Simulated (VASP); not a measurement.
Wanted: the native input for a VASP 6.6.1 run.

| Item | Value |
| --- | --- |
| Task | relaxation of cell and atoms |
| Functional | PBE |
| Potentials or basis | VASP PAW PBE potentials, release 64 (Sn_d, Te, Pt) |
| Cutoff | 600 eV |
| k mesh | 4 × 4 × 2 |
| Occupations | gaussian, width 0.1 eV |
| Spin | no spin polarisation |
| Dipole correction | no |
| Further INCAR settings | ALGO = Normal; EDIFF = 1e-06; IBRION = 2; EDIFFG = -0.04; NSW = 90; ISIF = 3 |

The structure of Sn2Te3Pt lies in POSCAR:

```
Sn2Te3Pt
1.0
    3.8141564500      0.0000000000      0.0000000000
    0.0000000000      3.8141564500      0.0000000000
    0.0000000000      0.0000000000     11.5478747300
Sn Te Pt
2 3 1
Direct
    0.5000000000      0.5000000000      0.3248246900
    0.5000000000      0.5000000000      0.6751753100
    0.0000000000      0.0000000000      0.8390681100
    0.0000000000      0.0000000000      0.1609318900
    0.0000000000      0.0000000000      0.5000000000
    0.5000000000      0.5000000000      0.0000000000
```

These files were run (other wordings do the same):

INCAR

```
SYSTEM = Sn2Te3Pt
PREC = Accurate ; ENCUT = 600
EDIFF = 1E-6 ; ISMEAR = 0
SIGMA = 0.1 ; LREAL = .False.
LASPH = .True. ; NELM = 60
ALGO = Normal ; ISIF = 3
LWAVE = .False. ; LCHARG = .False.
GGA = PE ; IBRION = 2
NSW = 90 ; EDIFFG = -0.04
```

KPOINTS

```
regular mesh
0
Gamma
  4 4 2
  0 0 0
```

Potentials or basis: VASP PAW PBE potentials, release 64 (Sn_d, Te, Pt).

Run with:

```console
$ cat potpaw_PBE.64/Sn_d/POTCAR potpaw_PBE.64/Te/POTCAR potpaw_PBE.64/Pt/POTCAR > POTCAR
$ mpirun -np 1 vasp_std > vasp.out
```

Results of the run:

| Property | Result |
| --- | --- |
| Relaxed volume | 25.96 Å³/atom |
| Relaxed cell | a = 3.682 Å, b = 3.682 Å, c = 11.488 Å, α = 90.00°, β = 90.00°, γ = 90.00° |
| Space group after relaxing (to 0.05 Å) | P4/mmm (No. 123) |
| Energy gained by relaxing | 122.7 meV/atom |
| Ionic steps | 12 |
| Pressure after relaxing | -0.2 GPa |
| Largest force after relaxing | 0.035 eV/Å |
| Band gap on the k mesh | zero (band 28 reaches 9.27 eV, above the bottom of band 29 at 7.43 eV) |

Caveat: the k points lie up to 0.43 Å⁻¹ apart in the final cell; spin-orbit coupling is left out, which moves the levels of the heavy elements.

It took 14 min on 1 thread of Intel(R) Xeon(R) Platinum 8259CL CPU @ 2.50GHz (Skylake/Cascade Lake) (shared host), peak memory 0.34 GiB.
